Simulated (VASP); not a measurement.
# Hf4Cl in VASP: further runs

Hf4Cl is run at these levels: PBE; tasks: single point, relaxation of cell and atoms.

Program: VASP 6.6.1. These are calculated values, not measurements. Logs are shortened: lines on timing, memory, paths and dates and some standing lists are left out, and cuts for length are marked.

### Step 1. The cell of the first run

The structure is cubic, space group Pm-3m (No. 221). The conventional cell has a = 4.766 Å, b = 4.766 Å, c = 4.766 Å, α = 90.00°, β = 90.00°, γ = 90.00°. Hf (site symmetry 4/mmm) has 2 Cl at 2.38 Å within 3.1 Å. Within 4.4 Å of Hf (site symmetry m-3m) lie 12 Hf at 3.37 Å and 8 Cl at 4.13 Å. Within 3.1 Å of Cl (site symmetry m-3m) lie 6 Hf at 2.38 Å.

The cell was built from a structure type or drawn by symmetry, and may not be a known phase.

### Step 2. Single point, PBE

The input, INCAR:

```
ALGO = Normal ; EDIFF = 1E-6
ENCUT = 520 ; GGA = PE
ISIF = 2 ; ISMEAR = 0
LASPH = True ; LCHARG = True
LELF = True ; LREAL = False
LVHAR = True ; LWAVE = False
NBANDS = 58 ; NELM = 100
PREC = Accurate ; SIGMA = 0.1
```

The input, KPOINTS:

```
k-points
0
Gamma
  4 4 4
```

The input, POSCAR:

```
Hf4Cl
1.0
    0.0000000000      4.7657630735      4.7657630735
    4.7657630735      0.0000000000      4.7657630735
    4.7657630735      4.7657630735      0.0000000000
Hf Cl
8 2
Direct
    0.7500021073      0.2499978927      0.2499978927
    0.2499978927      0.7500021073      0.7500021073
    0.2499978927      0.7500021073      0.2499978927
    0.7500021073      0.2499978927      0.7500021073
    0.2499978927      0.2499978927      0.7500021073
    0.7500021073      0.7500021073      0.2499978927
    0.2500000000      0.2500000000      0.2500000000
    0.7500000000      0.7500000000      0.7500000000
    0.5000000000      0.5000000000      0.5000000000
    0.0000000000      0.0000000000      0.0000000000
```

Potentials or basis: VASP PAW PBE potentials, release 64 (Hf_pv, Cl).

The run is started by

```bash
cat potpaw_PBE.64/Hf_pv/POTCAR potpaw_PBE.64/Cl/POTCAR > POTCAR
mpirun -np 1 vasp_std > vasp.out
```

OUTCAR:

```text
EDIFF = 1E-6
   ENCUT = 520
   GGA = PE
   ISIF = 2
   ISMEAR = 0
   LASPH = True
   LREAL = False
   NELM = 100
   PREC = Accurate

 ion  position               nearest neighbor table
   1  0.750  0.250  0.250-  10 2.38   9 2.38   5 3.37   6 3.37   3 3.37   4 3.37   7 3.37   8 3.37
                             8 3.37   7 3.37   4 3.37   3 3.37   5 3.37   6 3.37
   2  0.250  0.750  0.750-  10 2.38   9 2.38   5 3.37   6 3.37   3 3.37   4 3.37   8 3.37   8 3.37
                             7 3.37   7 3.37   3 3.37   4 3.37   5 3.37   6 3.37
   3  0.250  0.750  0.250-  10 2.38   9 2.38   5 3.37   6 3.37   1 3.37   2 3.37   7 3.37   8 3.37
                             8 3.37   7 3.37   6 3.37   1 3.37   5 3.37   2 3.37
   4  0.750  0.250  0.750-  10 2.38   9 2.38   5 3.37   6 3.37   1 3.37   2 3.37   8 3.37   8 3.37
                             7 3.37   7 3.37   6 3.37   2 3.37   5 3.37   1 3.37
   5  0.250  0.250  0.750-  10 2.38   9 2.38   3 3.37   4 3.37   1 3.37   2 3.37   7 3.37   8 3.37
                             8 3.37   7 3.37   1 3.37   2 3.37   4 3.37   3 3.37
   6  0.750  0.750  0.250-  10 2.38   9 2.38   3 3.37   4 3.37   1 3.37   2 3.37   8 3.37   8 3.37
                             7 3.37   7 3.37   4 3.37   2 3.37   3 3.37   1 3.37
   7  0.250  0.250  0.250-   1 3.37   4 3.37   6 3.37   2 3.37   3 3.37   6 3.37   2 3.37   4 3.37
                             5 3.37   1 3.37   3 3.37   5 3.37
   8  0.750  0.750  0.750-   2 3.37   4 3.37   6 3.37   1 3.37   3 3.37   6 3.37   1 3.37   4 3.37
                             5 3.37   2 3.37   3 3.37   5 3.37
   9  0.500  0.500  0.500-   1 2.38   2 2.38   3 2.38   4 2.38   5 2.38   6 2.38
  10  0.000  0.000  0.000-   1 2.38   2 2.38   3 2.38   4 2.38   5 2.38   6 2.38

  LATTYP: Found a face centered cubic cell.
 ALAT       =     9.5315261470

  Lattice vectors:

 A1 = (   0.0000000000,   4.7657630735,   4.7657630735)
 A2 = (   4.7657630735,   0.0000000000,   4.7657630735)
 A3 = (   4.7657630735,   4.7657630735,   0.0000000000)

Analysis of symmetry for initial positions (statically):
=====================================================================
 Subroutine PRICEL returns following result:

  LATTYP: Found a simple cubic cell.
 ALAT       =     4.7657630735

  Lattice vectors:

 A1 = (  -4.7657630735,   0.0000000000,   0.0000000000)
 A2 = (   0.0000000000,   0.0000000000,   4.7657630735)
 A3 = (   0.0000000000,   4.7657630735,   0.0000000000)

   2 primitive cells build up your supercell.

 Routine SETGRP: Setting up the symmetry group for a
 face centered cubic supercell.

 Subroutine GETGRP returns: Found 48 space group operations
 (whereof 48 operations were pure point group operations)
 out of a pool of 48 trial point group operations.

The static configuration has the point symmetry O_h .

Analysis of symmetry for dynamics (positions and initial velocities):
=====================================================================
 Subroutine PRICEL returns following result:

  LATTYP: Found a simple cubic cell.
 ALAT       =     4.7657630735

  Lattice vectors:

 A1 = (  -4.7657630735,   0.0000000000,   0.0000000000)
 A2 = (   0.0000000000,   0.0000000000,   4.7657630735)
 A3 = (   0.0000000000,   4.7657630735,   0.0000000000)

   2 primitive cells build up your supercell.

 Routine SETGRP: Setting up the symmetry group for a
 face centered cubic supercell.

 Subroutine GETGRP returns: Found 48 space group operations
 (whereof 48 operations were pure point group operations)
 out of a pool of 48 trial point group operations.

The dynamic configuration has the point symmetry O_h .

 Subroutine INISYM returns: Found 48 space group operations
 (whereof 48 operations are pure point group operations),
 and found     2 'primitive' translations

----------------------------------------------------------------------------------------

                                     Primitive cell

  volume of cell :     108.2424

  direct lattice vectors                    reciprocal lattice vectors
    -4.765763073  0.000000000  0.000000000    -0.209829986  0.000000000  0.000000000
     0.000000000  0.000000000  4.765763073     0.000000000  0.000000000  0.209829986
     0.000000000  4.765763073  0.000000000     0.000000000  0.209829986  0.000000000

  length of vectors
     4.765763073  4.765763073  4.765763073     0.209829986  0.209829986  0.209829986

  position of ions in fractional coordinates (direct lattice)
     0.500004215  0.000000000  0.000000000
     0.000000000  0.000000000  0.500004215
     0.000000000  0.500004215  0.000000000
     0.500000000  0.500000000  0.500000000
     0.000000000  0.000000000  0.000000000

  ion indices of the primitive-cell ions
   primitive index   ion index
                 1           1
                 2           4
                 3           6
                 4           7
                 5          10

----------------------------------------------------------------------------------------

 KPOINTS: k-points

Automatic generation of k-mesh.
 Grid dimensions read from file:
 generate k-points for:    4    4    4

 Generating k-lattice:

  Cartesian coordinates                     Fractional coordinates (reciprocal lattice)
    -0.026228748  0.026228748  0.026228748     0.250000000  0.000000000  0.000000000
     0.026228748 -0.026228748  0.026228748     0.000000000  0.250000000  0.000000000
     0.026228748  0.026228748 -0.026228748     0.000000000  0.000000000  0.250000000

  Length of vectors
     0.045429525  0.045429525  0.045429525

  Shift w.r.t. Gamma in fractional coordinates (k-lattice)
     0.000000000  0.000000000  0.000000000

 Subroutine IBZKPT returns following result:
 ===========================================

 Found      8 irreducible k-points:

 Following reciprocal coordinates:
            Coordinates               Weight
  0.000000  0.000000  0.000000      1.000000
  0.250000  0.000000  0.000000      8.000000
  0.500000  0.000000  0.000000      4.000000
  0.250000  0.250000  0.000000      6.000000
  0.500000  0.250000  0.000000     24.000000
 -0.250000  0.250000  0.000000     12.000000
  0.500000  0.500000  0.000000      3.000000
 -0.250000  0.500000  0.250000      6.000000
   k-points           NKPTS =      8   k-points in BZ     NKDIM =      8   number of bands    NBANDS=     58
   number of dos      NEDOS =    301   number of ions     NIONS =     10
   total plane-waves  NPLWV = 125000
   dimension x,y,z NGX =    50 NGY =   50 NGZ =   50
   dimension x,y,z NGXF=   100 NGYF=  100 NGZF=  100
   ions per type =               8   2
   NGX,Y,Z   is equivalent  to a cutoff of  12.33, 12.33, 12.33 a.u.
   NGXF,Y,Z  is equivalent  to a cutoff of  24.67, 24.67, 24.67 a.u.
 SYSTEM =  unknown system
   PREC   = accura    normal or accurate (medium, high low for compatibility)
   ISTART =      0    job   : 0-new  1-cont  2-samecut
   ICHARG =      2    charge: 1-file 2-atom 10-const
   ISPIN  =      1    spin polarized calculation?
   LNONCOLLINEAR =      F non collinear calculations
   LSORBIT =      F    spin-orbit coupling
   LASPH  =      T    aspherical Exc in radial PAW
   ENCUT  =  520.0 eV  38.22 Ry    6.18 a.u.  12.53 12.53 12.53*2*pi/ulx,y,z
   NELM   =    100;   NELMIN=  2; NELMDL= -5     # of ELM steps
   EDIFF  = 0.1E-05   stopping-criterion for ELM
   LREAL  =      F    real-space projection
   EDIFFG = 0.1E-04   stopping-criterion for IOM
   NSW    =      0    number of steps for IOM
   IBRION =     -1    ionic relax: 0-MD 1-quasi-New 2-CG
   NFREE  =      0    steps in history (QN), initial steepest desc. (CG)
   ISIF   =      2    stress and relaxation
   ISYM   =      2    0-nonsym 1-usesym 2-fastsym
   POTIM  = 0.5000    time-step for ionic-motion
   TEBEG  =    0.0;   TEEND  =   0.0 temperature during run
   PSTRESS=    0.0 pullay stress
   NELECT =      94.0000    total number of electrons
   NUPDOWN=      -1.0000    fix difference up-down
   EMIN   =  10.00;   EMAX   =-10.00  energy-range for DOS
   EFERMI =   0.00;   METHOD = LEGACY
   ISMEAR =     0;   SIGMA  =   0.10  broadening in eV -4-tet -1-fermi 0-gaus
   EFERMI_NEDOS =   21; number of points for ismear=-14 and -15
   IALGO  =     38    algorithm
   IMIX   =      4    mixing-type and parameters
     AMIX     =   0.40;   BMIX     =  1.00
     AMIX_MAG =   1.60;   BMIX_MAG =  1.00
  volume/ion in A,a.u.               =      21.65       146.09
  Fermi-wavevector in a.u.,A,eV,Ry     =   1.239676  2.342649 20.909401  1.536798
  Thomas-Fermi vector in A             =   2.374149
   LORBIT       =      0    0 simple, 1 ext, 2 COOP (PROOUT), +10 PAW based schemes
   GGA     = PE    functional components
   LHFCALC =     F    Hartree Fock is set to
   AEXX    =    0.0000 exact exchange contribution
   IVDW    =     0    specifies the selected vdW correction
   LEPSILON=     F    determine dielectric tensor
   LRPA    =     F    only Hartree local field effects (RPA)
 non-spin polarized calculation
 Gauss-broadening in eV      SIGMA  =   0.10
  energy-cutoff  :      520.00
  volume of cell :      216.48
 maximum number of plane-waves:      5874
   NGX = 25   NGY = 25   NGZ = 25

 number of electron      94.0000010 magnetization

 Free energy of the ion-electron system (eV)
  ---------------------------------------------------
  ext. energy  EPLUGINS =         0.00000000
  ---------------------------------------------------
  free energy    TOTEN  =       -82.65177907 eV

  energy without entropy =      -82.60923511  energy(sigma->0) =      -82.63050709

 E-fermi :   5.5821     XC(G=0): -11.0639

 val. band max:        5.5047973934   @ k =   0.5000   0.5000   0.0000
 cond. band min:       5.6243162069   @ k =   0.5000   0.2500   0.0000
 fundamental gap:      0.1195188135
 Fermi energy:         5.5821018461

 k-point     1 :       0.0000    0.0000    0.0000
  band No.  band energies     occupation
      1     -26.5963      2.00000
      2     -26.1161      2.00000
      3     -26.1161      2.00000
      4     -26.1161      2.00000
      5     -25.8682      2.00000
      6     -25.8682      2.00000
[... 477 lines left out ...]
     57       7.5009      0.00000
     58       7.5033      0.00000

------------------------ aborting loop because EDIFF is reached ----------------------------------------

  FORCE on cell =-STRESS in cart. coord.  units (eV):
  Direction    XX          YY          ZZ          XY          YZ          ZX
  --------------------------------------------------------------------------------------
  -------------------------------------------------------------------------------------
  Total       -0.5311050     -0.5311050     -0.5311050     -0.0000000      0.0000000      0.0000000
  in kB       -3.9306431     -3.9306431     -3.9306431     -0.0000000      0.0000000      0.0000000
  external PRESSURE =      -3.9306431 kB  Pullay stress =       0.0000000 kB

 VOLUME and BASIS-vectors are now :
 -----------------------------------------------------------------------------
  energy-cutoff  :      520.00
  volume of cell :      216.48
      direct lattice vectors                 reciprocal lattice vectors
     0.000000000  4.765763073  4.765763073    -0.104914993  0.104914993  0.104914993
     4.765763073  0.000000000  4.765763073     0.104914993 -0.104914993  0.104914993
     4.765763073  4.765763073  0.000000000     0.104914993  0.104914993 -0.104914993

 POSITION                                       TOTAL-FORCE (eV/Angst)
 -----------------------------------------------------------------------------------
      2.38286      4.76576      4.76576         0.000000      0.000000      0.000000
      7.14866      4.76576      4.76576        -0.000000      0.000000      0.000000
      4.76576      2.38286      4.76576         0.000000      0.000000      0.000000
      4.76576      7.14866      4.76576         0.000000     -0.000000      0.000000
      4.76576      4.76576      2.38286         0.000000      0.000000      0.000000
      4.76576      4.76576      7.14866         0.000000      0.000000     -0.000000
      2.38288      2.38288      2.38288         0.000000      0.000000      0.000000
      7.14864      7.14864      7.14864         0.000000      0.000000      0.000000
      4.76576      4.76576      4.76576         0.000000      0.000000      0.000000
      0.00000      0.00000      0.00000         0.000000      0.000000      0.000000
 -----------------------------------------------------------------------------------
    total drift:                                0.000000      0.000000     -0.000000

  FREE ENERGIE OF THE ION-ELECTRON SYSTEM (eV)
  ---------------------------------------------------
  free  energy   TOTEN  =       -82.6517790719 eV

  energy  without entropy=      -82.6092351110  energy(sigma->0) =      -82.63050709
```

Run time: 5.5 min. Hardware: 1 thread of AMD EPYC 7R43 (Zen 3), shared host; peak memory 0.32 GiB.

Results:

```
Free energy            : -82.6518 eV
Pressure               : -0.4 GPa
Band gap on the k mesh : zero (bands 47 and 48 overlap by 1.08 eV)
```

Caveat: spin-orbit coupling is left out, which moves the levels of the heavy elements.

(Continued in part 2 of 2.)
